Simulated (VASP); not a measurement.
# Cu (I4/mmm) in VASP: single point with LDA+U

Aim: the single point of Cu with LDA+U.

Program: VASP 6.6.1. These are calculated values, not measurements. Logs are shortened: lines on timing, memory, paths and dates and some standing lists are left out, and cuts for length are marked.

**1. The cell of the first run**

Symmetry: I4/mmm, No. 139, tetragonal system. The conventional cell has a = 2.908 Å, b = 2.908 Å, c = 2.624 Å, α = 90.00°, β = 90.00°, γ = 90.00°. Within 3.2 Å of Cu (site symmetry 4/mmm) lie 14 Cu at 2.44 to 2.91 Å.

**2. Single point, LDA+U**

Input file INCAR:

```
SYSTEM = Cu
ALGO = Normal
EDIFF = 1E-6
ENCUT = 820
GGA_COMPAT = .False.
ISIF = 2
ISMEAR = -1
LASPH = .True.
LCHARG = .False.
LDAU = .True.
LDAUJ = 0
LDAUL = 2
LDAUPRINT = 1
LDAUTYPE = 2
LDAUU = 5
LMAXMIX = 4
LREAL = .False.
LWAVE = .False.
NBANDS = 16
NELM = 200
PREC = Accurate
SIGMA = 0.05
```

Input file KPOINTS:

```
k-points
0
Gamma
  16 16 16
  0 0 0
```

Input file POSCAR:

```
Cu
1.0
   -1.4541821355      1.4541821355      1.3118017078
    1.4541821355     -1.4541821355      1.3118017078
    1.4541821355      1.4541821355     -1.3118017078
Cu
1
Direct
    0.0000000000      0.0000000000      0.0000000000
```

Potentials or basis: VASP PAW LDA potentials, release 64 (Cu_sv_GW).

On the command line:

```sh
$ cat potpaw_LDA.64/Cu_sv_GW/POTCAR > POTCAR
$ mpirun -np 1 vasp_std > vasp.out
```

OUTCAR:

```text
SYSTEM = Cu
   EDIFF = 1E-6
   ENCUT = 820
   ISIF = 2
   ISMEAR = -1
   LASPH = .True.
   LREAL = .False.
   NELM = 200
   PREC = Accurate

 ion  position               nearest neighbor table
   1  0.000  0.000  0.000-

  LATTYP: Found a body centered tetragonal cell.
 ALAT       =     2.9083642710
 C/A-ratio  =     0.9020889996

  Lattice vectors:

 A1 = (  -1.4541821355,   1.4541821355,   1.3118017078)
 A2 = (   1.4541821355,  -1.4541821355,   1.3118017078)
 A3 = (   1.4541821355,   1.4541821355,  -1.3118017078)

Analysis of symmetry for initial positions (statically):
=====================================================================
 Subroutine PRICEL returns:
 Original cell was already a primitive cell.

 Routine SETGRP: Setting up the symmetry group for a
 body centered tetragonal supercell.

 Subroutine GETGRP returns: Found 16 space group operations
 (whereof 16 operations were pure point group operations)
 out of a pool of 16 trial point group operations.

The static configuration has the point symmetry D_4h.

Analysis of symmetry for dynamics (positions and initial velocities):
=====================================================================
 Subroutine PRICEL returns:
 Original cell was already a primitive cell.

 Routine SETGRP: Setting up the symmetry group for a
 body centered tetragonal supercell.

 Subroutine GETGRP returns: Found 16 space group operations
 (whereof 16 operations were pure point group operations)
 out of a pool of 16 trial point group operations.

The dynamic configuration has the point symmetry D_4h.

 Subroutine INISYM returns: Found 16 space group operations
 (whereof 16 operations are pure point group operations),
 and found     1 'primitive' translations

----------------------------------------------------------------------------------------

                                     Primitive cell

  volume of cell :      11.0960

  direct lattice vectors                    reciprocal lattice vectors
    -1.454182135  1.454182135  1.311801708     0.000000000  0.343835884  0.381155168
     1.454182135 -1.454182135  1.311801708     0.343835884  0.000000000  0.381155168
     1.454182135  1.454182135 -1.311801708     0.343835884  0.343835884  0.000000000

  length of vectors
     2.439285774  2.439285774  2.439285774     0.513324826  0.513324826  0.486257370

  position of ions in fractional coordinates (direct lattice)
     0.000000000  0.000000000  0.000000000

  ion indices of the primitive-cell ions
   primitive index   ion index
                 1           1

----------------------------------------------------------------------------------------

 KPOINTS: k-points

Automatic generation of k-mesh.
 Grid dimensions read from file:
 generate k-points for:   16   16   16

 Generating k-lattice:

  Cartesian coordinates                     Fractional coordinates (reciprocal lattice)
     0.000000000  0.021489743  0.023822198     0.062500000  0.000000000  0.000000000
     0.021489743  0.000000000  0.023822198     0.000000000  0.062500000  0.000000000
     0.021489743  0.021489743  0.000000000     0.000000000  0.000000000  0.062500000

  Length of vectors
     0.032082802  0.032082802  0.030391086

  Shift w.r.t. Gamma in fractional coordinates (k-lattice)
     0.000000000  0.000000000  0.000000000

 Subroutine IBZKPT returns following result:
 ===========================================

 Found    349 irreducible k-points:

 Following reciprocal coordinates:
            Coordinates               Weight
  0.000000  0.000000  0.000000      1.000000
  0.062500  0.000000  0.000000      8.000000
  0.125000  0.000000  0.000000      8.000000
  0.187500  0.000000 -0.000000      8.000000
  0.250000  0.000000  0.000000      8.000000
  0.312500  0.000000  0.000000      8.000000
[... 16 lines left out ...]
 -0.125000  0.062500  0.000000     16.000000
 -0.062500  0.062500  0.000000      4.000000
 [... further k-points ...]
   k-points           NKPTS =    349   k-points in BZ     NKDIM =    349   number of bands    NBANDS=     16
   number of dos      NEDOS =    301   number of ions     NIONS =      1
   total plane-waves  NPLWV =  13824
   dimension x,y,z NGX =    24 NGY =   24 NGZ =   24
   dimension x,y,z NGXF=    48 NGYF=   48 NGZF=   48
   ions per type =               1
   NGX,Y,Z   is equivalent  to a cutoff of  16.36, 16.36, 16.36 a.u.
   NGXF,Y,Z  is equivalent  to a cutoff of  32.71, 32.71, 32.71 a.u.
 SYSTEM =  Cu
   PREC   = accura    normal or accurate (medium, high low for compatibility)
   ISTART =      0    job   : 0-new  1-cont  2-samecut
   ICHARG =      2    charge: 1-file 2-atom 10-const
   ISPIN  =      1    spin polarized calculation?
   LNONCOLLINEAR =      F non collinear calculations
   LSORBIT =      F    spin-orbit coupling
   LASPH  =      T    aspherical Exc in radial PAW
   ENCUT  =  820.0 eV  60.27 Ry    7.76 a.u.   5.70  5.70  5.70*2*pi/ulx,y,z
   NELM   =    200;   NELMIN=  2; NELMDL= -5     # of ELM steps
   EDIFF  = 0.1E-05   stopping-criterion for ELM
   LREAL  =      F    real-space projection
   EDIFFG = 0.1E-04   stopping-criterion for IOM
   NSW    =      0    number of steps for IOM
   IBRION =     -1    ionic relax: 0-MD 1-quasi-New 2-CG
   NFREE  =      0    steps in history (QN), initial steepest desc. (CG)
   ISIF   =      2    stress and relaxation
   ISYM   =      2    0-nonsym 1-usesym 2-fastsym
   POTIM  = 0.5000    time-step for ionic-motion
   TEBEG  =    0.0;   TEEND  =   0.0 temperature during run
   PSTRESS=    0.0 pullay stress
   NELECT =      19.0000    total number of electrons
   NUPDOWN=      -1.0000    fix difference up-down
   EMIN   =  10.00;   EMAX   =-10.00  energy-range for DOS
   EFERMI =   0.00;   METHOD = LEGACY
   ISMEAR =    -1;   SIGMA  =   0.05  broadening in eV -4-tet -1-fermi 0-gaus
   EFERMI_NEDOS =   21; number of points for ismear=-14 and -15
   IALGO  =     38    algorithm
   IMIX   =      4    mixing-type and parameters
     AMIX     =   0.40;   BMIX     =  1.00
     AMIX_MAG =   1.60;   BMIX_MAG =  1.00
  volume/ion in A,a.u.               =      11.10        74.88
  Fermi-wavevector in a.u.,A,eV,Ry     =   1.958562  3.701146 52.191500  3.835967
  Thomas-Fermi vector in A             =   2.984163
   LORBIT       =      0    0 simple, 1 ext, 2 COOP (PROOUT), +10 PAW based schemes
 LDA+U is selected, type is set to LDAUTYPE =  2
   angular momentum for each species LDAUL =     2
   U (eV)           for each species LDAUU =   5.0
   J (eV)           for each species LDAUJ =   0.0
   GGA     = CA    functional components
   LHFCALC =     F    Hartree Fock is set to
   AEXX    =    0.0000 exact exchange contribution
   IVDW    =     0    specifies the selected vdW correction
   LEPSILON=     F    determine dielectric tensor
   LRPA    =     F    only Hartree local field effects (RPA)
 non-spin polarized calculation
  energy-cutoff  :      820.00
  volume of cell :       11.10
 maximum number of plane-waves:       604
   NGX = 11   NGY = 11   NGZ = 11

atom =   1  type =  1  l = 2

 onsite density matrix

spin component  1

  0.8985  0.0000  0.0000  0.0000 -0.0000
  0.0000  0.9049  0.0000  0.0000 -0.0000
  0.0000  0.0000  0.9097  0.0000  0.0000
  0.0000  0.0000  0.0000  0.9049  0.0000
 -0.0000 -0.0000  0.0000  0.0000  0.9190

spin component  2

  0.8985  0.0000  0.0000  0.0000 -0.0000
  0.0000  0.9049  0.0000  0.0000 -0.0000
  0.0000  0.0000  0.9097  0.0000  0.0000
  0.0000  0.0000  0.0000  0.9049  0.0000
 -0.0000 -0.0000  0.0000  0.0000  0.9190

 occupancies and eigenvectors

  o =  0.8985  v =  1.0000  0.0000  0.0000  0.0000  0.0000  0.0000  0.0000  0.0000  0.0000  0.0000      0.0000  0.0000  0.0000  0.0000  0.0000  0.0000  0.0000  0.0000  0.0000  0.0000
  o =  0.8985  v =  0.0000  0.0000  0.0000  0.0000  0.0000  1.0000  0.0000  0.0000  0.0000  0.0000      0.0000  0.0000  0.0000  0.0000  0.0000  0.0000  0.0000  0.0000  0.0000  0.0000
  o =  0.9049  v =  0.0000 -0.2502 -0.0000  0.9682  0.0000  0.0000  0.0000  0.0000  0.0000  0.0000      0.0000  0.0000  0.0000  0.0000  0.0000  0.0000  0.0000  0.0000  0.0000  0.0000
  o =  0.9049  v =  0.0000  0.0000  0.0000  0.0000  0.0000  0.0000 -0.2502 -0.0000  0.9682  0.0000      0.0000  0.0000  0.0000  0.0000  0.0000  0.0000  0.0000  0.0000  0.0000  0.0000
  o =  0.9049  v =  0.0000 -0.9682 -0.0000 -0.2502 -0.0000  0.0000  0.0000  0.0000  0.0000  0.0000      0.0000  0.0000  0.0000  0.0000  0.0000  0.0000  0.0000  0.0000  0.0000  0.0000
  o =  0.9049  v =  0.0000  0.0000  0.0000  0.0000  0.0000  0.0000 -0.9682 -0.0000 -0.2502 -0.0000      0.0000  0.0000  0.0000  0.0000  0.0000  0.0000  0.0000  0.0000  0.0000  0.0000
  o =  0.9097  v =  0.0000 -0.0000  1.0000  0.0000  0.0000  0.0000  0.0000  0.0000  0.0000  0.0000      0.0000  0.0000  0.0000  0.0000  0.0000  0.0000  0.0000  0.0000  0.0000  0.0000
  o =  0.9097  v =  0.0000  0.0000  0.0000  0.0000  0.0000  0.0000 -0.0000  1.0000  0.0000  0.0000      0.0000  0.0000  0.0000  0.0000  0.0000  0.0000  0.0000  0.0000  0.0000  0.0000
  o =  0.9190  v =  0.0000  0.0000  0.0000  0.0000 -1.0000  0.0000  0.0000  0.0000  0.0000  0.0000      0.0000  0.0000  0.0000  0.0000  0.0000  0.0000  0.0000  0.0000  0.0000  0.0000
  o =  0.9190  v =  0.0000  0.0000  0.0000  0.0000  0.0000  0.0000  0.0000  0.0000  0.0000 -1.0000      0.0000  0.0000  0.0000  0.0000  0.0000  0.0000  0.0000  0.0000  0.0000  0.0000

 number of electron      18.9999993 magnetization

 Free energy of the ion-electron system (eV)
  ---------------------------------------------------
  ext. energy  EPLUGINS =         0.00000000
  ---------------------------------------------------
  free energy    TOTEN  =        -2.56595499 eV

  energy without entropy =       -2.56276653  energy(sigma->0) =       -2.56436076

 E-fermi :   7.5617     XC(G=0): -14.1465

 val. band max:        7.5610062748   @ k =   0.5000   0.0000   0.0000
 cond. band min:       7.5618254346   @ k =   0.3750   0.0625   0.0625
 fundamental gap:      0.0008191598
 Fermi energy:         7.5616663255

 k-point     1 :       0.0000    0.0000    0.0000
  band No.  band energies     occupation
      1    -102.6351      2.00000
      2     -60.5580      2.00000
      3     -60.5486      2.00000
      4     -60.5486      2.00000
      5      -1.8602      2.00000
      6       3.2895      2.00000
[... 8 lines left out ...]
     15      36.3014      0.00000
     16      37.7194      0.00000
[... 419 lines left out ...]
 k-point    24 :      -0.0625    0.0625    0.0000
  band No.  band energies     occupation
      1    -102.6343      2.00000
      2     -60.5597      2.00000
      3     -60.5546      2.00000
      4     -60.5484      2.00000
      5      -1.7132      2.00000
      6       3.2990      2.00000
[... 8 lines left out ...]
     15      36.2017      0.00000
     16      37.3895      0.00000

 [... further k-points ...]

------------------------ aborting loop because EDIFF is reached ----------------------------------------

  FORCE on cell =-STRESS in cart. coord.  units (eV):
  Direction    XX          YY          ZZ          XY          YZ          ZX
  --------------------------------------------------------------------------------------
  -------------------------------------------------------------------------------------
  Total       -0.2430242     -0.2430242     -0.2791584      0.0000000      0.0000000      0.0000000
  in kB      -35.0908772    -35.0908772    -40.3083967      0.0000000      0.0000000      0.0000000
  external PRESSURE =     -36.8300504 kB  Pullay stress =       0.0000000 kB

 VOLUME and BASIS-vectors are now :
 -----------------------------------------------------------------------------
  energy-cutoff  :      820.00
  volume of cell :       11.10
      direct lattice vectors                 reciprocal lattice vectors
    -1.454182135  1.454182135  1.311801708     0.000000000  0.343835884  0.381155168
     1.454182135 -1.454182135  1.311801708     0.343835884  0.000000000  0.381155168
     1.454182135  1.454182135 -1.311801708     0.343835884  0.343835884  0.000000000

 POSITION                                       TOTAL-FORCE (eV/Angst)
 -----------------------------------------------------------------------------------
      0.00000      0.00000      0.00000        -0.000000      0.000000      0.000000
 -----------------------------------------------------------------------------------
    total drift:                                0.000000      0.000000      0.000000

  FREE ENERGIE OF THE ION-ELECTRON SYSTEM (eV)
  ---------------------------------------------------
  free  energy   TOTEN  =        -2.5659549914 eV

  energy  without entropy=       -2.5627665292  energy(sigma->0) =       -2.56436076
```

Wall time 48 s (1 thread of Intel Xeon Platinum 8488C (Sapphire Rapids), shared host); peak memory 0.26 GiB.

Results:

| Property | Result |
| --- | --- |
| Free energy | -2.5660 eV |
| Pressure | -3.7 GPa |
| Band gap on the k mesh | zero (an odd number of electrons rules out a gap without spin polarisation) |

Stress tensor (GPa, compression positive):
```
-3.51  0.00  0.00
 0.00 -3.51  0.00
 0.00  0.00 -4.03
```

Levels at points of the mesh, in eV from the Fermi level:
| k point | band 8 | band 9 | band 10 | band 11 | band 12 | band 13 |
| --- | --- | --- | --- | --- | --- | --- |
| (0.00, 0.00, 0.00) | -3.83 | -3.21 | -2.75 | 24.83 | 24.83 | 27.97 |
| (0.50, 0.00, 0.00) | -2.54 | -2.05 | 0.00 | 5.27 | 17.62 | 17.78 |
| (0.50, 0.50, 0.00) | -2.95 | -2.11 | -0.84 | 4.06 | 20.41 | 21.02 |
| (0.50, 0.50, 0.50) | -2.28 | -2.14 | 7.59 | 7.59 | 11.77 | 13.07 |

Eigenvalues of the final occupation matrices:
| site | spin | trace | eigenvalues |
| --- | --- | --- | --- |
| site 1 d | 1 | 4.54 | 0.90 0.90 0.90 0.91 0.92 |
| site 1 d | 2 | 4.54 | 0.90 0.90 0.90 0.91 0.92 |

Caveat: the cell stands under tension; U without spin polarisation on a metal has little footing; the U is typed as a test and isn't derived for this compound.
